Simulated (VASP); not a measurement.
# Cd2TeO (P-4m2) in VASP: further runs

The runs below take Cd2TeO through single point, with r2SCAN.

All numbers are computed with VASP 6.6.1; they aren't measurements. Logs are shortened: lines on timing, memory, paths and dates and some standing lists are left out, and cuts for length are marked.

### Step 1. The cell of the first run

The structure is tetragonal, space group P-4m2 (No. 115). The conventional cell has a = 4.205 Å, b = 4.205 Å, c = 5.401 Å, α = 90.00°, β = 90.00°, γ = 90.00°. Within 3.0 Å of O (site symmetry -4m2) lie 4 Cd at 2.27 Å. Within 3.0 Å of Cd (site symmetry 2mm) lie 2 O at 2.27 Å and 2 Te at 2.79 Å. Within 3.7 Å of Te (site symmetry -4m2) lie 4 Cd at 2.79 Å.

### Step 2. Single point, r2SCAN

Input file POSCAR:

```
Cd2TeO
1.0
    4.2051349569      0.0000000000      0.0000000000
    0.0000000000      4.2051349569      0.0000000000
    0.0000000000      0.0000000000      5.4007122309
O Cd Te
1 2 1
Direct
    0.0000000000      0.0000000000      0.0000000000
    0.0000000000      0.5000000000      0.8398944356
    0.5000000000      0.0000000000      0.1601055644
    0.5000000000      0.5000000000      0.5000000000
```

Input file INCAR.step1:

```
PREC = Accurate
ENCUT = 520
ISMEAR = -1
SIGMA = 0.02
LREAL = False
LASPH = True
NELM = 60
NBANDS = 26
GGA = PE
ALGO = Normal
EDIFF = 1E-4
LWAVE = True
LCHARG = False
```

Input file INCAR.step2:

```
PREC = Accurate
ENCUT = 520
EDIFF = 1E-7
ISMEAR = -1
SIGMA = 0.02
LREAL = False
LASPH = True
NELM = 60
ALGO = Normal
ISIF = 2
LWAVE = False
LCHARG = True
METAGGA = R2SCAN
LMIXTAU = True
LELF = True
LVHAR = True
NBANDS = 26
ISTART = 1
```

Input file KPOINTS:

```
regular mesh
0
Gamma
  6 6 4
```

Potentials or basis: VASP PAW PBE potentials, release 64 (O, Cd, Te).

Run with:

```console
> cat potpaw_PBE.64/O/POTCAR potpaw_PBE.64/Cd/POTCAR potpaw_PBE.64/Te/POTCAR > POTCAR
> cp INCAR.step1 INCAR
> mpirun -np 1 vasp_std > vasp.out
> cp INCAR.step2 INCAR
> mpirun -np 1 vasp_std > vasp.out
```

OUTCAR:

```text
PREC = Accurate
   ENCUT = 520
   EDIFF = 1E-7
   ISMEAR = -1
   LREAL = False
   LASPH = True
   NELM = 60
   ISIF = 2
   METAGGA = R2SCAN
   ISTART = 1

 ion  position               nearest neighbor table
   1  0.000  0.000  0.000-   2 2.27   3 2.27   2 2.27   3 2.27
   2  0.000  0.500  0.840-   1 2.27   1 2.27   4 2.79   4 2.79   3 3.44   3 3.44   3 3.44   3 3.44

   3  0.500  0.000  0.160-   1 2.27   1 2.27   4 2.79   4 2.79   2 3.44   2 3.44   2 3.44   2 3.44

   4  0.500  0.500  0.500-   2 2.79   3 2.79   3 2.79   2 2.79

  LATTYP: Found a simple tetragonal cell.
 ALAT       =     4.2051349569
 C/A-ratio  =     1.2843136513

  Lattice vectors:

 A1 = (   4.2051349569,   0.0000000000,   0.0000000000)
 A2 = (   0.0000000000,   4.2051349569,   0.0000000000)
 A3 = (   0.0000000000,   0.0000000000,   5.4007122309)

Analysis of symmetry for initial positions (statically):
=====================================================================
 Subroutine PRICEL returns:
 Original cell was already a primitive cell.

 Routine SETGRP: Setting up the symmetry group for a
 simple tetragonal supercell.

 Subroutine GETGRP returns: Found  8 space group operations
 (whereof  8 operations were pure point group operations)
 out of a pool of 16 trial point group operations.

The static configuration has the point symmetry D_2d.

Analysis of symmetry for dynamics (positions and initial velocities):
=====================================================================
 Subroutine PRICEL returns:
 Original cell was already a primitive cell.

 Routine SETGRP: Setting up the symmetry group for a
 simple tetragonal supercell.

 Subroutine GETGRP returns: Found  8 space group operations
 (whereof  8 operations were pure point group operations)
 out of a pool of 16 trial point group operations.

The dynamic configuration has the point symmetry D_2d.

 Subroutine INISYM returns: Found  8 space group operations
 (whereof  8 operations are pure point group operations),
 and found     1 'primitive' translations

----------------------------------------------------------------------------------------

                                     Primitive cell

  volume of cell :      95.5017

  direct lattice vectors                    reciprocal lattice vectors
     4.205134957  0.000000000  0.000000000     0.237804496  0.000000000  0.000000000
     0.000000000  4.205134957  0.000000000     0.000000000  0.237804496  0.000000000
     0.000000000  0.000000000  5.400712231     0.000000000  0.000000000  0.185160763

  length of vectors
     4.205134957  4.205134957  5.400712231     0.237804496  0.237804496  0.185160763

  position of ions in fractional coordinates (direct lattice)
     0.000000000  0.000000000  0.000000000
     0.000000000  0.500000000  0.839894436
     0.500000000  0.000000000  0.160105564
     0.500000000  0.500000000  0.500000000

  ion indices of the primitive-cell ions
   primitive index   ion index
                 1           1
                 2           2
                 3           3
                 4           4

----------------------------------------------------------------------------------------

 KPOINTS: regular mesh

Automatic generation of k-mesh.
 Grid dimensions read from file:
 generate k-points for:    6    6    4

 Generating k-lattice:

  Cartesian coordinates                     Fractional coordinates (reciprocal lattice)
     0.039634083  0.000000000  0.000000000     0.166666667  0.000000000  0.000000000
     0.000000000  0.039634083  0.000000000     0.000000000  0.166666667  0.000000000
     0.000000000  0.000000000  0.046290191     0.000000000  0.000000000  0.250000000

  Length of vectors
     0.039634083  0.039634083  0.046290191

  Shift w.r.t. Gamma in fractional coordinates (k-lattice)
     0.000000000  0.000000000  0.000000000

 Subroutine IBZKPT returns following result:
 ===========================================

 Found     30 irreducible k-points:

 Following reciprocal coordinates:
            Coordinates               Weight
  0.000000  0.000000  0.000000      1.000000
  0.166667  0.000000  0.000000      4.000000
  0.333333  0.000000  0.000000      4.000000
  0.500000  0.000000  0.000000      2.000000
  0.166667  0.166667  0.000000      4.000000
  0.333333  0.166667  0.000000      8.000000
[... 16 lines left out ...]
  0.333333  0.000000  0.500000      4.000000
  0.500000  0.000000  0.500000      2.000000
 [... further k-points ...]
   k-points           NKPTS =     30   k-points in BZ     NKDIM =     30   number of bands    NBANDS=     26
   number of dos      NEDOS =    301   number of ions     NIONS =      4
   total plane-waves  NPLWV =  40960
   dimension x,y,z NGX =    32 NGY =   32 NGZ =   40
   dimension x,y,z NGXF=    64 NGYF=   64 NGZF=   80
   ions per type =               1   2   1
   NGX,Y,Z   is equivalent  to a cutoff of  12.65, 12.65, 12.31 a.u.
   NGXF,Y,Z  is equivalent  to a cutoff of  25.30, 25.30, 24.63 a.u.
[... 57 lines left out ...]

 E-fermi :   2.2131     XC(G=0):  -9.9849

 val. band max:        2.2086540546   @ k =   0.5000   0.0000   0.5000
 cond. band min:       2.5987079933   @ k =   0.1667   0.0000   0.0000
 fundamental gap:      0.3900539387
 Fermi energy:         2.2130564283

 k-point     1 :       0.0000    0.0000    0.0000
  band No.  band energies     occupation
      1     -16.1581      2.00000
      2      -9.2938      2.00000
      3      -6.3726      2.00000
      4      -6.3726      2.00000
      5      -6.2672      2.00000
      6      -6.1485      2.00000
[... 18 lines left out ...]
     25      11.4721      0.00000
     26      11.4721      0.00000

 k-point     2 :       0.1667    0.0000    0.0000
  band No.  band energies     occupation
      1     -16.1369      2.00000
      2      -9.2210      2.00000
      3      -6.3935      2.00000
      4      -6.3690      2.00000
      5      -6.2381      2.00000
      6      -6.1710      2.00000
[... 18 lines left out ...]
     25      11.3162      0.00000
     26      11.4164      0.00000

 k-point     3 :       0.3333    0.0000    0.0000
  band No.  band energies     occupation
      1     -16.0944      2.00000
      2      -9.0673      2.00000
      3      -6.4112      2.00000
      4      -6.3625      2.00000
      5      -6.2499      2.00000
      6      -6.2021      2.00000
[... 18 lines left out ...]
     25      10.7835      0.00000
     26      11.4901      0.00000

 k-point     4 :       0.5000    0.0000    0.0000
  band No.  band energies     occupation
      1     -16.0729      2.00000
      2      -8.9863      2.00000
      3      -6.4290      2.00000
      4      -6.3596      2.00000
      5      -6.2876      2.00000
      6      -6.0779      2.00000
[... 18 lines left out ...]
     25      10.3410      0.00000
     26      11.6834      0.00000

 k-point     5 :       0.1667    0.1667    0.0000
  band No.  band energies     occupation
      1     -16.1159      2.00000
      2      -9.1499      2.00000
      3      -6.4033      2.00000
      4      -6.3224      2.00000
      5      -6.2469      2.00000
      6      -6.2457      2.00000
[... 18 lines left out ...]
     25       9.6457      0.00000
     26      11.0962      0.00000

 k-point     6 :       0.3333    0.1667    0.0000
  band No.  band energies     occupation
      1     -16.0736      2.00000
      2      -9.0011      2.00000
      3      -6.3825      2.00000
      4      -6.3306      2.00000
      5      -6.2864      2.00000
      6      -6.1652      2.00000
[... 427 lines left out ...]
 k-point    21 :       0.0000    0.0000    0.5000
  band No.  band energies     occupation
      1     -16.1544      2.00000
      2      -9.1445      2.00000
      3      -6.3402      2.00000
      4      -6.3275      2.00000
      5      -6.3275      2.00000
      6      -6.2022      2.00000
[... 18 lines left out ...]
     25      10.4114      0.00000
     26      11.2092      0.00000

 k-point    22 :       0.1667    0.0000    0.5000
  band No.  band energies     occupation
      1     -16.1339      2.00000
      2      -9.0998      2.00000
      3      -6.3465      2.00000
      4      -6.3393      2.00000
      5      -6.2723      2.00000
      6      -6.2136      2.00000
[... 18 lines left out ...]
     25      10.4686      0.00000
     26      12.0721      0.00000

 k-point    23 :       0.3333    0.0000    0.5000
  band No.  band energies     occupation
      1     -16.0923      2.00000
      2      -9.0122      2.00000
      3      -6.3631      2.00000
      4      -6.3198      2.00000
      5      -6.3196      2.00000
      6      -6.1517      2.00000
[... 18 lines left out ...]
     25      10.6732      0.00000
     26      10.7519      0.00000

 k-point    24 :       0.5000    0.0000    0.5000
  band No.  band energies     occupation
      1     -16.0714      2.00000
      2      -8.9695      2.00000
      3      -6.3748      2.00000
      4      -6.3600      2.00000
      5      -6.2902      2.00000
      6      -6.0595      2.00000
[... 18 lines left out ...]
     25      10.7519      0.00000
     26      11.1626      0.00000

 [... further k-points ...]
[... 5 lines left out ...]
  --------------------------------------------------------------------------------------
  -------------------------------------------------------------------------------------
  Total        0.3339028      0.3339028      0.1640065      0.0000000      0.0000000     -0.0000000
  in kB        5.6016992      5.6016992      2.7514437      0.0000000      0.0000000     -0.0000000
  external PRESSURE =       4.6516140 kB  Pullay stress =       0.0000000 kB

 VOLUME and BASIS-vectors are now :
 -----------------------------------------------------------------------------
  energy-cutoff  :      520.00
  volume of cell :       95.50
      direct lattice vectors                 reciprocal lattice vectors
     4.205134957  0.000000000  0.000000000     0.237804496  0.000000000  0.000000000
     0.000000000  4.205134957  0.000000000     0.000000000  0.237804496  0.000000000
     0.000000000  0.000000000  5.400712231     0.000000000  0.000000000  0.185160763

 POSITION                                       TOTAL-FORCE (eV/Angst)
 -----------------------------------------------------------------------------------
      0.00000      0.00000      0.00000         0.000000     -0.000000      0.000000
      0.00000      2.10257      4.53603         0.000000     -0.000000     -0.049204
      2.10257      0.00000      0.86468        -0.000000     -0.000000      0.049204
      2.10257      2.10257      2.70036         0.000000      0.000000      0.000000
 -----------------------------------------------------------------------------------
    total drift:                                0.000000      0.000000     -0.000000

  FREE ENERGIE OF THE ION-ELECTRON SYSTEM (eV)
  ---------------------------------------------------
  free  energy   TOTEN  =       -74.3163150552 eV

  energy  without entropy=      -74.3157596695  energy(sigma->0) =      -74.31603736
```

Run time: 2.6 min. Hardware: 1 thread of AMD EPYC 9R45 (Zen 5), shared host; peak memory 0.22 GiB.

Results:

```yaml
Free_energy: -74.3163 eV
Pressure: 0.5 GPa
Largest_force: 0.049 eV/Å
Band_gap_on_the_k_mesh: zero (band 18 reaches 2.21 eV, above the bottom of band 19 at 2.04 eV)
```

Forces on the atoms (eV/Å):
```
O    0.000  0.000  0.000
Cd   0.000  0.000 -0.049
Cd   0.000  0.000  0.049
Te   0.000  0.000  0.000
```

Levels at points of the mesh, in eV from the Fermi level:
| k point | band 14 | band 15 | band 16 | band 17 | band 18 | band 19 | band 20 | band 21 | band 22 | band 23 |
| --- | --- | --- | --- | --- | --- | --- | --- | --- | --- | --- |
| (0.00, 0.00, 0.00) | -2.97 | -2.97 | -0.75 | -0.67 | -0.17 | -0.17 | 3.92 | 4.29 | 7.65 | 7.65 |
| (0.50, 0.00, 0.00) | -3.88 | -2.46 | -2.24 | -2.12 | -0.19 | 2.69 | 3.06 | 4.81 | 5.37 | 7.71 |
| (0.50, 0.50, 0.00) | -4.48 | -2.49 | -1.85 | -1.85 | -1.47 | 2.28 | 3.45 | 4.46 | 4.46 | 5.90 |
| (0.00, 0.00, 0.50) | -2.73 | -2.73 | -1.99 | -0.30 | -0.30 | 2.92 | 3.98 | 4.71 | 5.33 | 6.17 |
| (0.50, 0.00, 0.50) | -4.19 | -2.45 | -1.28 | -1.19 | 0.00 | 0.75 | 4.56 | 5.43 | 6.28 | 7.64 |
| (0.50, 0.50, 0.50) | -4.26 | -3.06 | -2.60 | -2.48 | -2.48 | 3.66 | 3.66 | 4.75 | 6.50 | 6.56 |

Caveat: the PAW data sets were made with another functional, which shifts forces and pressure a little; spin-orbit coupling is left out, which moves the levels of the heavy elements.

### Step 3. Single point, r2SCAN (volume changed by +3%)

Input file POSCAR:

```
Cd2TeO
1.0
    4.2467726643      0.0000000000      0.0000000000
    0.0000000000      4.2467726643      0.0000000000
    0.0000000000      0.0000000000      5.4541881070
O Cd Te
1 2 1
Direct
    0.0000000000      0.0000000000      0.0000000000
    0.0000000000      0.5000000000      0.8398944356
    0.5000000000      0.0000000000      0.1601055644
    0.5000000000      0.5000000000      0.5000000000
```

Input file INCAR.step1:

```
ALGO = Normal
EDIFF = 1E-4
ENCUT = 520
GGA = PE
ISMEAR = -1
LASPH = True
LCHARG = False
LREAL = False
LWAVE = True
NBANDS = 26
NELM = 80
PREC = Accurate
SIGMA = 0.02
```

Input file INCAR.step2:

```
ALGO = Normal
EDIFF = 1E-6
ENCUT = 520
ISIF = 2
ISMEAR = -1
ISTART = 1
LASPH = True
LCHARG = False
LMIXTAU = True
LREAL = False
LWAVE = False
METAGGA = R2SCAN
NBANDS = 26
NELM = 80
PREC = Accurate
SIGMA = 0.02
```

Input file KPOINTS:

```
k-points
0
Gamma
  6 6 4
```

Potentials or basis: VASP PAW PBE potentials, release 64 (O, Cd, Te).

Run with:

```console
> cat potpaw_PBE.64/O/POTCAR potpaw_PBE.64/Cd/POTCAR potpaw_PBE.64/Te/POTCAR > POTCAR
> cp INCAR.step1 INCAR
> mpirun -np 1 vasp_std > vasp.out
> cp INCAR.step2 INCAR
> mpirun -np 1 vasp_std > vasp.out
```

It took 2.5 min on 1 thread of AMD EPYC 9R45 (Zen 5), shared host; peak memory 0.22 GiB.

It converged, with:

```yaml
Free_energy: -74.3082 eV
Pressure: -1.4 GPa
Largest_force: 0.088 eV/Å
Band_gap_on_the_k_mesh: zero (band 18 reaches 1.95 eV, above the bottom of band 19 at 1.79 eV)
```

Forces in eV/Å, atoms in the order of the input:
```
O    0.000  0.000  0.000
Cd   0.000  0.000 -0.088
Cd   0.000  0.000  0.088
Te   0.000  0.000  0.000
```

Levels at points of the mesh, in eV from the Fermi level:
```csv
k point,band 16,band 17,band 18,band 19,band 20,band 21
"(0.00, 0.00, 0.00)",-0.72,-0.69,-0.16,-0.16,3.87,4.28
"(0.50, 0.00, 0.00)",-2.16,-2.02,-0.18,2.65,2.99,4.80
"(0.50, 0.50, 0.00)",-1.78,-1.78,-1.43,2.29,3.51,4.38
"(0.00, 0.00, 0.50)",-1.93,-0.28,-0.28,2.85,3.83,4.71
"(0.50, 0.00, 0.50)",-1.21,-1.16,-0.01,0.76,4.45,5.33
"(0.50, 0.50, 0.50)",-2.46,-2.38,-2.38,3.59,3.59,4.80
```

Caveat: the PAW data sets were made with another functional, which shifts forces and pressure a little; spin-orbit coupling is left out, which moves the levels of the heavy elements.

### Step 4. Single point, r2SCAN (volume changed by +6%)

Input file POSCAR:

```
Cd2TeO
1.0
    4.2876095220      0.0000000000      0.0000000000
    0.0000000000      4.2876095220      0.0000000000
    0.0000000000      0.0000000000      5.5066354408
O Cd Te
1 2 1
Direct
    0.0000000000      0.0000000000      0.0000000000
    0.0000000000      0.5000000000      0.8398944356
    0.5000000000      0.0000000000      0.1601055644
    0.5000000000      0.5000000000      0.5000000000
```

Input file INCAR.step1:

```
  ALGO = Normal
  EDIFF = 1E-4
  ENCUT = 520
  GGA = PE
  ISMEAR = -1
  LASPH = True
  LCHARG = False
  LREAL = False
  LWAVE = True
  NBANDS = 26
  NELM = 80
  PREC = Accurate
  SIGMA = 0.02
```

Input file INCAR.step2:

```
  ALGO = Normal
  EDIFF = 1E-7
  ENCUT = 520
  ISIF = 2
  ISMEAR = -1
  ISTART = 1
  LASPH = True
  LCHARG = True
  LELF = True
  LMIXTAU = True
  LREAL = False
  LVHAR = True
  LWAVE = False
  METAGGA = R2SCAN
  NBANDS = 26
  NELM = 80
  PREC = Accurate
  SIGMA = 0.02
```

KPOINTS is that of step 3.

Run with:

```console
> cat potpaw_PBE.64/O/POTCAR potpaw_PBE.64/Cd/POTCAR potpaw_PBE.64/Te/POTCAR > POTCAR
> cp INCAR.step1 INCAR
> mpirun -np 1 vasp_std > vasp.out
> cp INCAR.step2 INCAR
> mpirun -np 1 vasp_std > vasp.out
```

It took 3.2 min on 1 thread of AMD EPYC 9R45 (Zen 5), shared host; peak memory 0.23 GiB.

It converged, with:

```yaml
Free_energy: -74.2692 eV
Pressure: -3.0 GPa
Largest_force: 0.124 eV/Å
Band_gap_on_the_k_mesh: zero (band 18 reaches 1.70 eV, above the bottom of band 19 at 1.56 eV)
```

Forces on the atoms (eV/Å):
```
O    0.000  0.000  0.000
Cd   0.000  0.000 -0.124
Cd   0.000  0.000  0.124
Te   0.000  0.000  0.000
```

Stress tensor (GPa, compression positive):
```
-3.12  0.00  0.00
 0.00 -3.12  0.00
 0.00  0.00 -2.75
```

Levels at points of the mesh, in eV from the Fermi level:
| k point | band 14 | band 15 | band 16 | band 17 | band 18 | band 19 | band 20 | band 21 | band 22 | band 23 |
| --- | --- | --- | --- | --- | --- | --- | --- | --- | --- | --- |
| (0.00, 0.00, 0.00) | -2.74 | -2.74 | -0.71 | -0.69 | -0.15 | -0.15 | 3.82 | 4.27 | 7.50 | 7.50 |
| (0.50, 0.00, 0.00) | -3.62 | -2.29 | -2.09 | -1.93 | -0.17 | 2.60 | 2.91 | 4.78 | 5.29 | 7.52 |
| (0.50, 0.50, 0.00) | -4.23 | -2.23 | -1.71 | -1.71 | -1.39 | 2.30 | 3.56 | 4.30 | 4.30 | 5.79 |
| (0.00, 0.00, 0.50) | -2.53 | -2.53 | -1.88 | -0.27 | -0.27 | 2.78 | 3.68 | 4.70 | 5.26 | 6.09 |
| (0.50, 0.00, 0.50) | -3.88 | -2.28 | -1.15 | -1.12 | -0.01 | 0.77 | 4.33 | 5.23 | 6.20 | 7.53 |
| (0.50, 0.50, 0.50) | -4.01 | -2.81 | -2.33 | -2.29 | -2.29 | 3.53 | 3.53 | 4.83 | 6.25 | 6.41 |

Caveat: the PAW data sets were made with another functional, which shifts forces and pressure a little; spin-orbit coupling is left out, which moves the levels of the heavy elements.

### Step 5. Overview

| cell | gap on the mesh (eV) | pressure (GPa) | largest force (eV/Å) |
| --- | --- | --- | --- |
| a = 4.205, b = 4.205, c = 5.401 Å, 4 atoms | none | 0.5 | 0.05 |
| a = 4.247, b = 4.247, c = 5.454 Å, 4 atoms | none | -1.4 | 0.09 |
| a = 4.288, b = 4.288, c = 5.507 Å, 4 atoms | none | -3.0 | 0.12 |

Alike in all rows: task single point; level r2SCAN; potentials or basis VASP PAW PBE potentials, release 64 (O, Cd, Te); no spin polarisation; k mesh 6 × 6 × 4; cutoff (eV) 520; smearing fermi-dirac 0.02 eV.

Caveats: the PAW data sets were made with another functional, which shifts forces and pressure a little; spin-orbit coupling is left out, which moves the levels of the heavy elements.

Absolute energies hang on the potentials; compare differences alone.
